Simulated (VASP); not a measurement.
InGa2P3:

```
Ga In P
1.0
     3.99823    0.00000    0.00000
    -1.99912    3.46257    0.00000
     0.00000    0.00000    9.83682
Ga In P
2 1 3
Direct
  0.00000 0.00000 0.99345
  0.66667 0.33333 0.67377
  0.33333 0.66667 0.33493
  0.66667 0.33333 0.91654
  0.33333 0.66667 0.59642
  0.00000 0.00000 0.23489
```

| Item | Value |
| --- | --- |
| Program | VASP 6.6.1 |
| Task | relaxation of cell and atoms |
| Functional | r2SCAN |
| Potentials or basis | VASP PAW PBE potentials, release 64 (Ga_d, In_d, P) |
| Cutoff | 600 eV |
| k mesh | 6 × 6 × 2 |
| Occupations | fermi-dirac, width 0.02 eV |
| Spin | no spin polarisation |

At the start: pressure -2.2 GPa; volume 22.70 Å³/atom.

Task: Where does the relaxation end?

Result: Over 14 steps the energy falls by 4.9 meV/atom and the volume is 22.02 Å³/atom (-3.0 %); space group P3m1 (No. 156, to 0.1 Å) before and after.

The path:
```
step  energy change (eV)  largest force (eV/Å)  pressure (GPa)  volume (Å³)
   1              0.0000                0.0555           -2.24       136.18
   2             -0.0202                0.0798            1.38       130.03
   3             -0.0293                0.0407            0.03       132.16
   4             -0.0293                0.0398           -0.04       132.24
   5             -0.0294                0.0154           -0.01       132.21
   6             -0.0294                0.0142           -0.02       132.20
   7             -0.0294                0.0284           -0.02       132.18
   8             -0.0294                0.0169           -0.02       132.19
   9             -0.0294                0.0075            0.01       132.14
  10             -0.0295                0.0075            0.01       132.13
  11             -0.0295                0.0077            0.00       132.13
  12             -0.0295                0.0073            0.06       132.11
  13             -0.0295                0.0091            0.02       132.12
  14             -0.0295                0.0040            0.00       132.15
```

Final structure:
```
Ga In P
1.0
     3.95905    0.00000    0.00000
    -1.97953    3.42864    0.00000
     0.00000    0.00000    9.73517
Ga In P
2 1 3
Direct
  0.00000 0.00000 0.99327
  0.66667 0.33333 0.67391
  0.33333 0.66667 0.33500
  0.66667 0.33333 0.91652
  0.33333 0.66667 0.59675
  0.00000 0.00000 0.23455
```

Caveat: the PAW data sets were made with another functional, which shifts forces and pressure a little.
